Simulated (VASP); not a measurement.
**SnGe3O8: single point with PBE**

SnGe3O8:

```xyz
12
Lattice="3.2102 -3.2564 0.0000 3.2102 3.2564 0.0000 0.0000 0.0000 5.9915" Properties=species:S:1:pos:R:3 pbc="T T T"
Sn    3.2102    0.0000    2.9957
Ge    0.0000    0.0000    4.5337
Ge    0.0000    0.0000    1.4577
Ge    3.2102    0.0000    0.0000
O     4.4882    0.0000    4.5894
O     4.4882    0.0000    1.4021
O     3.2102   -1.9974    0.0000
O     3.2102   -2.0757    2.9957
O     1.9322    0.0000    4.5894
O     1.9322    0.0000    1.4021
O     3.2102    1.9974    0.0000
O     3.2102    2.0757    2.9957
```

```
Program             : VASP 6.6.1
Task                : single point
Functional          : PBE
Potentials or basis : VASP PAW PBE potentials, release 64 (Sn_d, Ge_d, O)
Cutoff              : 520 eV
k mesh              : 6 × 6 × 6
Occupations         : gaussian, width 0.02 eV
Spin                : no spin polarisation
```

```json
{"Pressure": "0.4 GPa", "Largest force": "0.041 eV/Å", "Band gap on the k mesh": "0.87 eV, direct"}
```

Forces in eV/Å, atoms in the order of the input:
```
Sn   0.000  0.000  0.000
Ge   0.000  0.000  0.002
Ge   0.000  0.000 -0.002
Ge   0.000  0.000  0.000
O    0.035  0.000  0.021
O    0.035  0.000 -0.021
O    0.000  0.023  0.000
O    0.000 -0.011  0.000
O   -0.035  0.000  0.021
O   -0.035  0.000 -0.021
O    0.000 -0.023  0.000
O    0.000  0.011  0.000
```

Stress tensor (GPa, compression positive):
```
0.20 0.00 0.00
0.00 0.28 0.00
0.00 0.00 0.60
```

Levels at points of the mesh, in eV from the valence-band top:
| k point | band 48 | band 49 | band 50 | band 51 | band 52 | band 53 | band 54 | band 55 | band 56 | band 57 |
| --- | --- | --- | --- | --- | --- | --- | --- | --- | --- | --- |
| (0.00, 0.00, 0.00) | -1.66 | -1.66 | -0.82 | -0.71 | 0.00 | 0.87 | 5.27 | 5.42 | 5.84 | 6.10 |
| (0.50, 0.00, 0.00) | -1.25 | -1.20 | -1.18 | -0.71 | -0.65 | 3.91 | 4.26 | 5.71 | 5.78 | 7.06 |
| (0.50, 0.50, 0.00) | -1.22 | -1.20 | -1.11 | -1.10 | -0.87 | 3.76 | 4.02 | 4.48 | 4.58 | 7.45 |
| (0.00, 0.00, 0.50) | -1.18 | -0.96 | -0.79 | -0.69 | -0.37 | 3.28 | 3.69 | 6.26 | 6.76 | 8.39 |
| (0.50, 0.00, 0.50) | -1.41 | -1.18 | -1.11 | -0.88 | -0.77 | 5.00 | 5.09 | 5.20 | 5.36 | 8.40 |
| (0.50, 0.50, 0.50) | -1.27 | -1.11 | -1.01 | -0.94 | -0.83 | 4.31 | 4.43 | 4.83 | 4.89 | 8.78 |

Wall time 9.2 min on 1 thread of Intel Xeon 6975P-C, with other jobs on the host, peak memory 0.46 GiB.

Caveat: spin-orbit coupling is left out, which moves the levels of the heavy elements.
